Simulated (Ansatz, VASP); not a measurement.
**One calculation of SiC, two programs**

The input POSCAR:

```
SiC
1.0
    3.0760000000      0.0000000000      0.0000000000
   -1.5380000000      2.6638941420      0.0000000000
    0.0000000000      0.0000000000      5.0480000000
Si C
2 2
Direct
    0.6666666667      0.3333333333      0.5000000000
    0.3333333333      0.6666666667      0.0000000000
    0.6666666667      0.3333333333      0.8850000000
    0.3333333333      0.6666666667      0.3850000000
```

Contents of INCAR.step1:

```
SYSTEM = SiC
ALGO = Normal
EDIFF = 1E-5
ENCUT = 520
GGA = PE
ISIF = 2
ISMEAR = -1
LASPH = .True.
LCHARG = .False.
LREAL = .False.
LWAVE = .True.
NBANDS = 16
NELM = 60
PREC = Accurate
SIGMA = 0.05
```

The input INCAR.step2:

```
SYSTEM = SiC
ALGO = Normal
EDIFF = 1E-6
ENCUT = 520
GGA = PE
HFSCREEN = 0.2079
ISIF = 2
ISMEAR = -1
ISTART = 1
LASPH = .True.
LCHARG = .False.
LHFCALC = .True.
LREAL = .False.
LWAVE = .False.
NBANDS = 16
NELM = 60
PREC = Accurate
PRECFOCK = Normal
SIGMA = 0.05
```

KPOINTS

```
k-points
0
Gamma
  6 6 3
  0 0 0
```

The input input.yaml:

```yaml
crystal:
  lattice:
    - [3.076, 0.0, 0.0]
    - [-1.538, 2.663894142, 0.0]
    - [0.0, 0.0, 5.048]
  atoms:
    - { symbol: Si, position: [0.6666666667, 0.3333333333, 0.5] }
    - { symbol: Si, position: [0.3333333333, 0.6666666667, 0.0] }
    - { symbol: C, position: [0.6666666667, 0.3333333333, 0.885] }
    - { symbol: C, position: [0.3333333333, 0.6666666667, 0.385] }
hamiltonian:
  xc: hse06
  pseudopotentials: { kind: paw }
kpoints:
  mp_grid: { grid: [6, 6, 3] }
  band_path:
    path:
      - [[0.0, 0.0, 0.0], [0.5, 0.0, 0.0], [0.3333333333, 0.3333333333, 0.0], [0.0, 0.0, 0.0], [0.0, 0.0, 0.5], [0.5, 0.0, 0.5], [0.3333333333, 0.3333333333, 0.5], [0.0, 0.0, 0.5]]
      - [[0.5, 0.0, 0.5], [0.5, 0.0, 0.0]]
      - [[0.3333333333, 0.3333333333, 0.0], [0.3333333333, 0.3333333333, 0.5]]
    npoints: 4
scf:
  occupations: { method: fermi_dirac, width: 0.05 }
  n_extra_bands: 10
output:
  forces: true
  stress: true
  eigenvalues: true
  fatbands: false
```

Alike in both runs: functional HSE06; k mesh 6 × 6 × 3; occupations fermi-dirac, width 0.05 eV; no spin polarisation.

```csv
,VASP,Ansatz
version,VASP 6.6.1,Ansatz 0.2.0
potentials or method,"VASP PAW PBE potentials, release 64 (Si, C)",Ansatz PAW
plane-wave cutoff (eV),520,420
valence electrons in the cell,16,16
task,single point,band structure
```

```tsv
	VASP	Ansatz	Ansatz less VASP
gap on the k mesh at the Fermi level (eV)	3.19	3.18	-0.004
least direct gap on the mesh (eV)	5.19	5.18	-0.004
pressure (GPa)	-1.4	-1.0	+0.38
traceless stress, the component that is largest in VASP (GPa)	-3.17	-3.25	-0.079
rms of the force components (eV/Å)	0.445	0.445	-0.0002
```

Atom by atom the forces differ by 0.000 eV/Å (rms over components).
